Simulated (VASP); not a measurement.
Ga3BSb4:

```
CELL_PARAMETERS angstrom
4.08016 0.00000 0.00000
0.00000 4.08016 0.00000
0.00000 0.00000 11.54042
ATOMIC_POSITIONS crystal
B 0.00000 0.00000 0.00000
Sb 0.00000 0.50000 0.12500
Sb 0.50000 0.00000 0.37500
Sb 0.00000 0.50000 0.62500
Sb 0.50000 0.00000 0.87500
Ga 0.50000 0.50000 0.25000
Ga 0.00000 0.00000 0.50000
Ga 0.50000 0.50000 0.75000
```

```yaml
Program: VASP 6.6.1
Task: relaxation of cell and atoms
Functional: PBE
Potentials_or_basis: VASP PAW PBE potentials, release 64 (B, Sb, Ga_d)
Cutoff: 500 eV
k_mesh: 6 × 6 × 2
Occupations: fermi-dirac, width 0.02 eV
Spin: no spin polarisation
```

At the start: pressure 9.2 GPa; volume 24.02 Å³/atom.

Q: How do energy, volume and symmetry change on relaxing?

A: Over 14 steps the energy falls by 168.4 meV/atom and the volume is 26.81 Å³/atom (+11.6 %); space group P-4m2 (No. 115, to 0.1 Å) before and after.

Step by step:
```csv
step,energy change (eV),largest force (eV/Å),pressure (GPa),volume (Å³)
1,0.0000,2.8873,9.18,192.12
2,-0.9157,0.6061,-3.28,232.96
3,-1.0147,1.0287,-1.09,221.56
4,-1.1523,0.6115,-0.57,218.36
5,-1.2488,0.6069,0.81,211.89
6,-1.2518,0.6022,0.57,212.87
7,-1.3143,0.3271,-0.05,214.91
8,-1.3335,0.2790,-0.55,216.79
9,-1.3451,0.0478,0.35,213.07
10,-1.3458,0.0905,0.18,213.76
11,-1.3470,0.0206,-0.04,214.65
12,-1.3471,0.0029,0.00,214.51
13,-1.3471,0.0048,-0.01,214.52
14,-1.3471,0.0048,0.00,214.48
```

Final structure:
```
B Sb Ga
1.0
     4.20968    0.00000    0.00000
     0.00000    4.20968    0.00000
     0.00000    0.00000   12.10282
B Sb Ga
1 4 3
Direct
  0.00000 0.00000 0.00000
  0.00000 0.50000 0.10125
  0.50000 0.00000 0.36699
  0.00000 0.50000 0.63301
  0.50000 0.00000 0.89875
  0.50000 0.50000 0.23467
  0.00000 0.00000 0.50000
  0.50000 0.50000 0.76533
```
